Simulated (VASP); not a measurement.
# ScAl (Pm-3m) in VASP: notebook

Runs on ScAl. Level: r2SCAN. Tasks: single point, relaxation of cell and atoms.

Program: VASP 6.6.1. These are calculated values, not measurements. Logs are shortened: lines on timing, memory, paths and dates and some standing lists are left out, and cuts for length are marked.

### Step 1. The cell of the first run

The structure is cubic, space group Pm-3m (No. 221). Conventional cell: a = 3.217 Å, b = 3.217 Å, c = 3.217 Å, α = 90.00°, β = 90.00°, γ = 90.00°. Within 3.7 Å of Sc (site symmetry m-3m) lie 8 Al at 2.79 Å and 6 Sc at 3.22 Å. Within 3.7 Å of Al (site symmetry m-3m) lie 8 Sc at 2.79 Å and 6 Al at 3.22 Å.

### Step 2. Single point, r2SCAN

The input, POSCAR:

```
ScAl
1.0
    3.2165332133      0.0000000000      0.0000000000
    0.0000000000      3.2165332133      0.0000000000
    0.0000000000      0.0000000000      3.2165332133
Sc Al
1 1
Direct
    0.5000000000      0.5000000000      0.5000000000
    0.0000000000      0.0000000000      0.0000000000
```

The input, INCAR.step1:

```
  ALGO = Normal
  EDIFF = 1E-4
  ENCUT = 520
  GGA = PE
  ISMEAR = 0
  LASPH = T
  LCHARG = F
  LREAL = F
  LWAVE = T
  NBANDS = 14
  NELM = 60
  PREC = Accurate
  SIGMA = 0.1
```

The input, INCAR.step2:

```
  ALGO = Normal
  EDIFF = 1E-6
  ENCUT = 520
  ISIF = 2
  ISMEAR = 0
  ISTART = 1
  LASPH = T
  LCHARG = F
  LMIXTAU = T
  LREAL = F
  LWAVE = F
  METAGGA = R2SCAN
  NBANDS = 14
  NELM = 60
  PREC = Accurate
  SIGMA = 0.1
```

The input, KPOINTS:

```
k-points
0
Gamma
  14 14 14
```

Potentials or basis: VASP PAW PBE potentials, release 64 (Sc_sv, Al).

Run with:

```sh
$ cat potpaw_PBE.64/Sc_sv/POTCAR potpaw_PBE.64/Al/POTCAR > POTCAR
$ cp INCAR.step1 INCAR
$ mpirun -np 1 vasp_std > vasp.out
$ cp INCAR.step2 INCAR
$ mpirun -np 1 vasp_std > vasp.out
```

OUTCAR:

```text
EDIFF = 1E-6
   ENCUT = 520
   ISIF = 2
   ISMEAR = 0
   ISTART = 1
   LASPH = T
   LREAL = F
   METAGGA = R2SCAN
   NELM = 60
   PREC = Accurate

 ion  position               nearest neighbor table
   1  0.500  0.500  0.500-   2 2.79   2 2.79   2 2.79   2 2.79   2 2.79   2 2.79   2 2.79   2 2.79

   2  0.000  0.000  0.000-   1 2.79   1 2.79   1 2.79   1 2.79   1 2.79   1 2.79   1 2.79   1 2.79

  LATTYP: Found a simple cubic cell.
 ALAT       =     3.2165332133

  Lattice vectors:

 A1 = (   3.2165332133,   0.0000000000,   0.0000000000)
 A2 = (   0.0000000000,   3.2165332133,   0.0000000000)
 A3 = (   0.0000000000,   0.0000000000,   3.2165332133)

Analysis of symmetry for initial positions (statically):
=====================================================================
 Subroutine PRICEL returns:
 Original cell was already a primitive cell.

 Routine SETGRP: Setting up the symmetry group for a
 simple cubic supercell.

 Subroutine GETGRP returns: Found 48 space group operations
 (whereof 48 operations were pure point group operations)
 out of a pool of 48 trial point group operations.

The static configuration has the point symmetry O_h .

Analysis of symmetry for dynamics (positions and initial velocities):
=====================================================================
 Subroutine PRICEL returns:
 Original cell was already a primitive cell.

 Routine SETGRP: Setting up the symmetry group for a
 simple cubic supercell.

 Subroutine GETGRP returns: Found 48 space group operations
 (whereof 48 operations were pure point group operations)
 out of a pool of 48 trial point group operations.

The dynamic configuration has the point symmetry O_h .

 Subroutine INISYM returns: Found 48 space group operations
 (whereof 48 operations are pure point group operations),
 and found     1 'primitive' translations

----------------------------------------------------------------------------------------

                                     Primitive cell

  volume of cell :      33.2785

  direct lattice vectors                    reciprocal lattice vectors
     3.216533213  0.000000000  0.000000000     0.310893727  0.000000000  0.000000000
     0.000000000  3.216533213  0.000000000     0.000000000  0.310893727  0.000000000
     0.000000000  0.000000000  3.216533213     0.000000000  0.000000000  0.310893727

  length of vectors
     3.216533213  3.216533213  3.216533213     0.310893727  0.310893727  0.310893727

  position of ions in fractional coordinates (direct lattice)
     0.500000000  0.500000000  0.500000000
     0.000000000  0.000000000  0.000000000

  ion indices of the primitive-cell ions
   primitive index   ion index
                 1           1
                 2           2

----------------------------------------------------------------------------------------

 KPOINTS: k-points

Automatic generation of k-mesh.
 Grid dimensions read from file:
 generate k-points for:   14   14   14

 Generating k-lattice:

  Cartesian coordinates                     Fractional coordinates (reciprocal lattice)
     0.022206695  0.000000000  0.000000000     0.071428571  0.000000000  0.000000000
     0.000000000  0.022206695  0.000000000     0.000000000  0.071428571  0.000000000
     0.000000000  0.000000000  0.022206695     0.000000000  0.000000000  0.071428571

  Length of vectors
     0.022206695  0.022206695  0.022206695

  Shift w.r.t. Gamma in fractional coordinates (k-lattice)
     0.000000000  0.000000000  0.000000000

 Subroutine IBZKPT returns following result:
 ===========================================

 Found    120 irreducible k-points:

 Following reciprocal coordinates:
            Coordinates               Weight
  0.000000  0.000000  0.000000      1.000000
  0.071429  0.000000  0.000000      6.000000
  0.142857  0.000000  0.000000      6.000000
  0.214286  0.000000  0.000000      6.000000
  0.285714  0.000000  0.000000      6.000000
  0.357143  0.000000  0.000000      6.000000
[... 16 lines left out ...]
  0.285714  0.214286  0.000000     24.000000
  0.357143  0.214286  0.000000     24.000000
 [... further k-points ...]
   k-points           NKPTS =    120   k-points in BZ     NKDIM =    120   number of bands    NBANDS=     14
   number of dos      NEDOS =    301   number of ions     NIONS =      2
   total plane-waves  NPLWV =  13824
   dimension x,y,z NGX =    24 NGY =   24 NGZ =   24
   dimension x,y,z NGXF=    48 NGYF=   48 NGZF=   48
   ions per type =               1   1
   NGX,Y,Z   is equivalent  to a cutoff of  12.40, 12.40, 12.40 a.u.
   NGXF,Y,Z  is equivalent  to a cutoff of  24.81, 24.81, 24.81 a.u.
 SYSTEM =  unknown system
   PREC   = accura    normal or accurate (medium, high low for compatibility)
   ISTART =      1    job   : 0-new  1-cont  2-samecut
   ICHARG =      0    charge: 1-file 2-atom 10-const
   ISPIN  =      1    spin polarized calculation?
   LNONCOLLINEAR =      F non collinear calculations
   LSORBIT =      F    spin-orbit coupling
   LASPH  =      T    aspherical Exc in radial PAW
   ENCUT  =  520.0 eV  38.22 Ry    6.18 a.u.   5.98  5.98  5.98*2*pi/ulx,y,z
   NELM   =     60;   NELMIN=  2; NELMDL=  0     # of ELM steps
   EDIFF  = 0.1E-05   stopping-criterion for ELM
   LREAL  =      F    real-space projection
   EDIFFG = 0.1E-04   stopping-criterion for IOM
   NSW    =      0    number of steps for IOM
   IBRION =     -1    ionic relax: 0-MD 1-quasi-New 2-CG
   NFREE  =      0    steps in history (QN), initial steepest desc. (CG)
   ISIF   =      2    stress and relaxation
   ISYM   =      2    0-nonsym 1-usesym 2-fastsym
   POTIM  = 0.5000    time-step for ionic-motion
   TEBEG  =    0.0;   TEEND  =   0.0 temperature during run
   PSTRESS=    0.0 pullay stress
   NELECT =      14.0000    total number of electrons
   NUPDOWN=      -1.0000    fix difference up-down
   EMIN   =  10.00;   EMAX   =-10.00  energy-range for DOS
   EFERMI =   0.00;   METHOD = LEGACY
   ISMEAR =     0;   SIGMA  =   0.10  broadening in eV -4-tet -1-fermi 0-gaus
   EFERMI_NEDOS =   21; number of points for ismear=-14 and -15
   IALGO  =     38    algorithm
   IMIX   =      4    mixing-type and parameters
     AMIX     =   0.40;   BMIX     =  1.00
     AMIX_MAG =   1.60;   BMIX_MAG =  1.00
  volume/ion in A,a.u.               =      16.64       112.29
  Fermi-wavevector in a.u.,A,eV,Ry     =   1.226675  2.318079 20.473111  1.504731
  Thomas-Fermi vector in A             =   2.361667
   LORBIT       =      0    0 simple, 1 ext, 2 COOP (PROOUT), +10 PAW based schemes
   METAGGA = R2SCAN    functional components
   LHFCALC =     F    Hartree Fock is set to
   AEXX    =    0.0000 exact exchange contribution
   IVDW    =     0    specifies the selected vdW correction
   LEPSILON=     F    determine dielectric tensor
   LRPA    =     F    only Hartree local field effects (RPA)
 non-spin polarized calculation
 Gauss-broadening in eV      SIGMA  =   0.10
  energy-cutoff  :      520.00
  volume of cell :       33.28
 maximum number of plane-waves:       916
 NGX is ok and might be reduce to    24
   NGX = 11   NGY = 11   NGZ = 11

 number of electron      14.0000006 magnetization

 Free energy of the ion-electron system (eV)
  ---------------------------------------------------
  ext. energy  EPLUGINS =         0.00000000
  ---------------------------------------------------
  free energy    TOTEN  =       -18.84423520 eV

  energy without entropy =      -18.84114509  energy(sigma->0) =      -18.84269014

 E-fermi :   7.2901     XC(G=0): -11.6425

 val. band max:        7.2620195314   @ k =   0.3571   0.0000   0.0000
 cond. band min:       7.2995037164   @ k =   0.4286   0.1429   0.0000
 fundamental gap:      0.0374841849
 Fermi energy:         7.2900756921

 k-point     1 :       0.0000    0.0000    0.0000
  band No.  band energies     occupation
      1     -43.8787      2.00000
      2     -21.4857      2.00000
      3     -21.4857      2.00000
      4     -21.4857      2.00000
      5      -2.2857      2.00000
      6       6.3094      2.00000
      7       6.3094      2.00000
      8      10.6968      0.00000
      9      10.6968      0.00000
     10      10.6968      0.00000
     11      11.8613      0.00000
     12      11.8613      0.00000
     13      11.8613      0.00000
     14      17.0380      0.00000

 k-point     2 :       0.0714    0.0000    0.0000
  band No.  band energies     occupation
      1     -43.8772      2.00000
      2     -21.5017      2.00000
      3     -21.4842      2.00000
      4     -21.4842      2.00000
      5      -2.1980      2.00000
      6       6.2368      2.00000
      7       6.3572      2.00000
      8      10.3735      0.00000
      9      10.3735      0.00000
     10      10.7110      0.00000
     11      11.6420      0.00000
     12      12.2351      0.00000
     13      12.2351      0.00000
     14      16.8572      0.00000

 k-point     3 :       0.1429    0.0000    0.0000
  band No.  band energies     occupation
      1     -43.8732      2.00000
      2     -21.5462      2.00000
      3     -21.4802      2.00000
      4     -21.4802      2.00000
      5      -1.9381      2.00000
      6       5.9688      2.00000
      7       6.4966      2.00000
      8       9.8302      0.00000
      9       9.8302      0.00000
     10      10.7515      0.00000
     11      11.2510      0.00000
     12      12.9347      0.00000
     13      12.9347      0.00000
     14      16.3619      0.00000
[... 324 lines left out ...]
 k-point    23 :       0.2857    0.2143    0.0000
  band No.  band energies     occupation
      1     -43.8499      2.00000
      2     -21.6635      2.00000
      3     -21.5858      2.00000
      4     -21.4570      2.00000
      5      -0.2910      2.00000
      6       5.0535      2.00000
      7       6.1308      2.00000
      8       8.2628      0.00000
      9       9.0600      0.00000
     10       9.9847      0.00000
     11      11.6420      0.00000
     12      13.1111      0.00000
     13      15.6734      0.00000
     14      15.6780      0.00000

 k-point    24 :       0.3571    0.2143    0.0000
  band No.  band energies     occupation
      1     -43.8442      2.00000
      2     -21.7236      2.00000
      3     -21.5784      2.00000
      4     -21.4512      2.00000
      5       0.3294      2.00000
      6       4.1511      2.00000
      7       6.4483      2.00000
      8       8.0736      0.00000
      9       8.8165      0.00000
     10      10.0352      0.00000
     11      11.7265      0.00000
     12      13.5767      0.00000
     13      15.2845      0.00000
     14      16.2740      0.00000

 [... further k-points ...]
[... 5 lines left out ...]
  --------------------------------------------------------------------------------------
  -------------------------------------------------------------------------------------
  Total        3.1805604      3.1805604      3.1805604      0.0000000      0.0000000      0.0000000
  in kB      153.1264148    153.1264148    153.1264148      0.0000000      0.0000000      0.0000000
  external PRESSURE =     153.1264148 kB  Pullay stress =       0.0000000 kB

 VOLUME and BASIS-vectors are now :
 -----------------------------------------------------------------------------
  energy-cutoff  :      520.00
  volume of cell :       33.28
      direct lattice vectors                 reciprocal lattice vectors
     3.216533213  0.000000000  0.000000000     0.310893727  0.000000000  0.000000000
     0.000000000  3.216533213  0.000000000     0.000000000  0.310893727  0.000000000
     0.000000000  0.000000000  3.216533213     0.000000000  0.000000000  0.310893727

 POSITION                                       TOTAL-FORCE (eV/Angst)
 -----------------------------------------------------------------------------------
      1.60827      1.60827      1.60827         0.000000      0.000000      0.000000
      0.00000      0.00000      0.00000         0.000000      0.000000      0.000000
 -----------------------------------------------------------------------------------
    total drift:                                0.000000     -0.000000     -0.000000

  FREE ENERGIE OF THE ION-ELECTRON SYSTEM (eV)
  ---------------------------------------------------
  free  energy   TOTEN  =       -18.8442351984 eV

  energy  without entropy=      -18.8411450914  energy(sigma->0) =      -18.84269014
```

It took 77 s on 1 thread of Oxide Virtual Turin-like, shared host; peak memory 0.15 GiB.

Results:

```yaml
Free_energy: -18.8442 eV
Pressure: 15.3 GPa
Band_gap_on_the_k_mesh: zero (bands 7 and 8 overlap by 1.28 eV)
```

Caveat: the cell stands under pressure; the PAW data sets were made with another functional, which shifts forces and pressure a little.

### Step 3. Relaxation of cell and atoms, r2SCAN, target pressure 8 GPa, at which the enthalpy is minimised

This run uses another cell than the first one, of 17.57 Å³/atom.

The input, POSCAR:

```
ScAl
1.0
    3.2757247693      0.0000000000      0.0000000000
    0.0000000000      3.2757247693      0.0000000000
    0.0000000000      0.0000000000      3.2757247693
Sc Al
1 1
Direct
    0.5000000000      0.5000000000      0.5000000000
    0.0000000000      0.0000000000      0.0000000000
```

The input, INCAR.step1:

```
SYSTEM = ScAl
PREC = Accurate ; ENCUT = 600
ISMEAR = 0 ; SIGMA = 0.1
LREAL = .FALSE. ; LASPH = .TRUE.
NELM = 80 ; GGA = PE
ALGO = Normal ; EDIFF = 1E-4
LWAVE = .TRUE. ; LCHARG = .FALSE.
```

The input, INCAR.step2:

```
SYSTEM = ScAl
PREC = Accurate ; ENCUT = 600
EDIFF = 1E-7 ; ISMEAR = 0
SIGMA = 0.1 ; LREAL = .FALSE.
LASPH = .TRUE. ; NELM = 80
ALGO = Normal ; ISIF = 3
LWAVE = .FALSE. ; LCHARG = .FALSE.
METAGGA = R2SCAN ; LMIXTAU = .TRUE.
IBRION = 2 ; NSW = 70
EDIFFG = -0.008 ; PSTRESS = 80.0
ISTART = 1
```

The input, KPOINTS:

```
Automatic mesh
0
G
  12 12 12
  0 0 0
```

Potentials or basis: VASP PAW PBE potentials, release 64 (Sc_sv, Al).

Run with:

```sh
$ cat potpaw_PBE.64/Sc_sv/POTCAR potpaw_PBE.64/Al/POTCAR > POTCAR
$ cp INCAR.step1 INCAR
$ mpirun -np 1 vasp_std > vasp.out
$ cp INCAR.step2 INCAR
$ mpirun -np 1 vasp_std > vasp.out
```

Run time: 3.1 min. Hardware: 1 thread of Oxide Virtual Turin-like, shared host; peak memory 0.17 GiB.

It converged, with:

```yaml
Free_energy: -18.9905 eV
Relaxed_volume: 17.65 Å³/atom
Relaxed_cell: a = 3.281 Å, b = 3.281 Å, c = 3.281 Å, α = 90.00°, β = 90.00°, γ = 90.00°
Space_group_after_relaxing_to_0.1_Å: Pm-3m (No. 221)
Energy_change_on_relaxing_the_run_minimises_the_enthalpy: -4.0 meV/atom
Ionic_steps: 3
Pressure_after_relaxing: 8.0 GPa
Band_gap_on_the_k_mesh: zero (bands 7 and 8 overlap by 1.29 eV)
```

The path:
```
step  energy change (eV)  largest force (eV/Å)  pressure (GPa)  volume (Å³)
   1              0.0000                0.0000            8.50        35.15
   2             -0.0141                0.0000            7.62        35.43
   3             -0.0080                0.0000            8.00        35.31
```

Final structure:
```yaml
crystal:
  lattice:
    - [3.28054, 0.00000, 0.00000]
    - [0.00000, 3.28054, 0.00000]
    - [0.00000, 0.00000, 3.28054]
  atoms:
    - { symbol: Sc, position: [0.50000, 0.50000, 0.50000] }
    - { symbol: Al, position: [0.00000, 0.00000, 0.00000] }
```

Levels at points of the mesh, in eV from the Fermi level:
| k point | band 3 | band 4 | band 5 | band 6 | band 7 | band 8 | band 9 | band 10 | band 11 |
| --- | --- | --- | --- | --- | --- | --- | --- | --- | --- |
| (0.00, 0.00, 0.00) | -28.94 | -28.94 | -9.33 | -0.84 | -0.84 | 3.23 | 3.23 | 3.23 | 4.28 |
| (0.50, 0.00, 0.00) | -28.92 | -28.92 | -6.14 | -5.09 | 0.33 | 0.97 | 0.97 | 3.51 | 4.48 |
| (0.50, 0.50, 0.00) | -29.16 | -28.90 | -5.12 | -2.13 | -2.13 | -0.89 | 1.81 | 1.81 | 4.33 |
| (0.50, 0.50, 0.50) | -29.12 | -29.12 | -2.95 | -2.95 | -2.95 | 0.14 | 3.21 | 3.21 | 3.21 |

Caveat: the cell is relaxed towards a set pressure, so the run minimises the enthalpy, not the energy; the PAW data sets were made with another functional, which shifts forces and pressure a little.

### Step 4. Relaxation of cell and atoms, r2SCAN, target pressure 3 GPa, at which the enthalpy is minimised

This run uses another cell than the first one, of 18.59 Å³/atom.

The input, POSCAR:

```
ScAl
1.0
    3.3378632996      0.0000000000      0.0000000000
    0.0000000000      3.3378632996      0.0000000000
    0.0000000000      0.0000000000      3.3378632996
Sc Al
1 1
Direct
    0.5000000000      0.5000000000      0.5000000000
    0.0000000000      0.0000000000      0.0000000000
```

The input, INCAR.step1:

```
PREC = Accurate
ENCUT = 600
ISMEAR = 0
SIGMA = 0.1
LREAL = F
LASPH = T
NELM = 100
GGA = PE
ALGO = Normal
EDIFF = 1E-4
LWAVE = T
LCHARG = F
```

The input, INCAR.step2:

```
PREC = Accurate
ENCUT = 600
EDIFF = 1E-6
ISMEAR = 0
SIGMA = 0.1
LREAL = F
LASPH = T
NELM = 100
ALGO = Normal
ISIF = 3
LWAVE = F
LCHARG = F
METAGGA = R2SCAN
LMIXTAU = T
IBRION = 2
NSW = 70
EDIFFG = -0.008
PSTRESS = 30.0
ISTART = 1
```

The input, KPOINTS:

```
Automatic mesh
0
Gamma
  12 12 12
```

Run with:

```sh
$ cat potpaw_PBE.64/Sc_sv/POTCAR potpaw_PBE.64/Al/POTCAR > POTCAR
$ cp INCAR.step1 INCAR
$ mpirun -np 1 vasp_std > vasp.out
$ cp INCAR.step2 INCAR
$ mpirun -np 1 vasp_std > vasp.out
```

It took 2.7 min on 1 thread of Oxide Virtual Turin-like, shared host; peak memory 0.17 GiB.

The run converged. Its results:

- Free energy: -19.0503 eV
- Relaxed volume: 18.53 Å³/atom
- Relaxed cell: a = 3.334 Å, b = 3.334 Å, c = 3.334 Å, α = 90.00°, β = 90.00°, γ = 90.00°
- Space group after relaxing (to 0.1 Å): Pm-3m (No. 221)
- Energy change on relaxing (the run minimises the enthalpy): +1.1 meV/atom
- Ionic steps: 3
- Pressure after relaxing: 3.0 GPa
- Band gap on the k mesh: zero (bands 7 and 8 overlap by 1.28 eV)

The path:
```csv
step,energy change (eV),largest force (eV/Å),pressure (GPa),volume (Å³)
1,0.0000,0.0000,2.70,37.19
2,0.0034,0.0000,3.17,37.00
3,0.0022,0.0000,2.98,37.07
```

Final structure:
```
Sc Al
1.0
     3.33421    0.00000    0.00000
     0.00000    3.33421    0.00000
     0.00000    0.00000    3.33421
Sc Al
1 1
Direct
  0.50000 0.50000 0.50000
  0.00000 0.00000 0.00000
```

Levels at points of the mesh, in eV from the Fermi level:
| k point | band 3 | band 4 | band 5 | band 6 | band 7 | band 8 | band 9 | band 10 | band 11 |
| --- | --- | --- | --- | --- | --- | --- | --- | --- | --- |
| (0.00, 0.00, 0.00) | -29.10 | -29.10 | -9.15 | -0.75 | -0.75 | 3.07 | 3.07 | 3.07 | 4.04 |
| (0.50, 0.00, 0.00) | -29.08 | -29.08 | -6.11 | -4.98 | 0.34 | 0.93 | 0.93 | 3.32 | 4.23 |
| (0.50, 0.50, 0.00) | -29.28 | -29.06 | -5.02 | -2.14 | -2.14 | -0.87 | 1.75 | 1.75 | 4.09 |
| (0.50, 0.50, 0.50) | -29.25 | -29.25 | -2.82 | -2.82 | -2.82 | -0.13 | 3.03 | 3.03 | 3.03 |

Caveat: the cell is relaxed towards a set pressure, so the run minimises the enthalpy, not the energy; the PAW data sets were made with another functional, which shifts forces and pressure a little.

### Step 5. Overview

```csv
task,cell,k mesh,cutoff (eV),gap on the mesh (eV),pressure (GPa)
single point,"a = 3.217 Å, 2 atoms",14 × 14 × 14,520,none,15.3
relaxation of cell and atoms,"relaxed to 8 GPa from a = 3.276 Å, 2 atoms",12 × 12 × 12,600,none,8.0
relaxation of cell and atoms,"relaxed to 3 GPa from a = 3.338 Å, 2 atoms",12 × 12 × 12,600,none,3.0
```

Alike in all rows: level r2SCAN; potentials or basis VASP PAW PBE potentials, release 64 (Sc_sv, Al); no spin polarisation; smearing gaussian 0.1 eV.

Caveats: the PAW data sets were made with another functional, which shifts forces and pressure a little; the cell is relaxed towards a set pressure, so the run minimises the enthalpy, not the energy (at least some runs); the cell stands under pressure (at least some runs).

Total energies depend on the potentials used, so only differences within one code and one set of settings carry meaning.

The gap in the log of VASP goes by the Fermi energy; the results here count the filled bands.